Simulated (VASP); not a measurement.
Wanted: the native input for a VASP 6.6.1 run.

| Property | Result |
| --- | --- |
| Task | single point |
| Functional | r2SCAN |
| Potentials or basis | VASP PAW PBE potentials, release 64 (Sr_sv) |
| Cutoff | 520 eV |
| k mesh | 8 × 8 × 8 |
| Occupations | fermi-dirac, width 0.05 eV |
| Spin | no spin polarisation |
| Dipole correction | no |
| Further INCAR settings | ALGO = Normal; EDIFF = 1e-07; NBANDS = 11 |

Crystal: Sr.

```
CELL_PARAMETERS angstrom
0.00000 3.02193 3.02193
3.02193 0.00000 3.02193
3.02193 3.02193 0.00000
ATOMIC_POSITIONS crystal
Sr 0.00000 0.00000 0.00000
```

These files were run (other wordings do the same):

POSCAR

```
Sr
1.0
    0.0000000000      3.0219309284      3.0219309284
    3.0219309284      0.0000000000      3.0219309284
    3.0219309284      3.0219309284      0.0000000000
Sr
1
Direct
    0.0000000000      0.0000000000      0.0000000000
```

INCAR.step1

```
PREC     = Accurate       # precision mode
ENCUT    = 520            # plane-wave cutoff, eV
ISMEAR   = -1             # smearing method
SIGMA    = 0.05           # smearing width, eV
LREAL    = False          # projectors in reciprocal space
LASPH    = True           # aspherical terms in the spheres
NELM     = 80             # most SCF steps
NBANDS   = 11             # bands
GGA      = PE             # functional
ALGO     = Normal         # electronic algorithm
EDIFF    = 1E-4           # SCF threshold, eV
LWAVE    = True           # write WAVECAR
LCHARG   = False          # write CHGCAR
```

INCAR.step2

```
PREC     = Accurate       # precision mode
ENCUT    = 520            # plane-wave cutoff, eV
EDIFF    = 1E-7           # SCF threshold, eV
ISMEAR   = -1             # smearing method
SIGMA    = 0.05           # smearing width, eV
LREAL    = False          # projectors in reciprocal space
LASPH    = True           # aspherical terms in the spheres
NELM     = 80             # most SCF steps
ALGO     = Normal         # electronic algorithm
ISIF     = 2              # what is computed and relaxed
LWAVE    = False          # write WAVECAR
LCHARG   = False          # write CHGCAR
METAGGA  = R2SCAN         # meta-GGA
LMIXTAU  = True         
NBANDS   = 11             # bands
ISTART   = 1
```

KPOINTS

```
Automatic mesh
0
Gamma
  8 8 8
```

Potentials or basis: VASP PAW PBE potentials, release 64 (Sr_sv).

Run with:

```sh
$ cat potpaw_PBE.64/Sr_sv/POTCAR > POTCAR
$ cp INCAR.step1 INCAR
$ mpirun -np 1 vasp_std > vasp.out
$ cp INCAR.step2 INCAR
$ mpirun -np 1 vasp_std > vasp.out
```

Results of the run:

```json
{
 "Pressure": "0.3 GPa",
 "Band gap on the k mesh": "zero (band 5 reaches 1.69 eV, above the bottom of band 6 at 1.55 eV)"
}
```

Caveat: the PAW data sets were made with another functional, which shifts forces and pressure a little.

It took 48 s on 1 thread of Intel(R) Xeon(R) Platinum 8259CL CPU @ 2.50GHz (Skylake/Cascade Lake), with other jobs on the host, peak memory 0.19 GiB.
